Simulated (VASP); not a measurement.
**Mn3Cu: single point with PBEsol**

Crystal: Mn3Cu.

```xyz
4
Lattice="0.0000 2.8388 2.8388 2.8388 0.0000 2.8388 2.8388 2.8388 0.0000" Properties=species:S:1:pos:R:3 pbc="T T T"
Mn    1.4194    1.4194    1.4194
Mn    4.2582    4.2582    4.2582
Mn    2.8388    2.8388    2.8388
Cu    0.0000    0.0000    0.0000
```

```
Program             : VASP 6.6.1
Task                : single point
Functional          : PBEsol
Potentials or basis : VASP PAW PBE potentials, release 64 (Mn_pv, Cu)
Cutoff              : 520 eV
k mesh              : 12 × 12 × 12
Occupations         : gaussian, width 0.1 eV
Spin                : collinear spin, ferromagnetic start
Starting moments    : [3.29, 3.29, 2.74, 0.37] μB
Fixed moment        : 9.38 μB
```

- Pressure: 17.8 GPa
- Net moment: 9.38 μB per cell
- Site moments: Mn +3.08, +2.56 (each value once); Cu +0.29 μB
- Valence electrons inside the program's atomic spheres: Mn 11.82, 11.91 (each value once); Cu 10.19

Wall time 2.5 min on 1 thread of Intel(R) Xeon(R) 6975P-C (Granite Rapids), on a shared host, peak memory 0.3 GiB.

Caveat: the cell stands under pressure; the PAW data sets were made with another functional, which shifts forces and pressure a little; the total moment is fixed, so each spin has its own Fermi level.
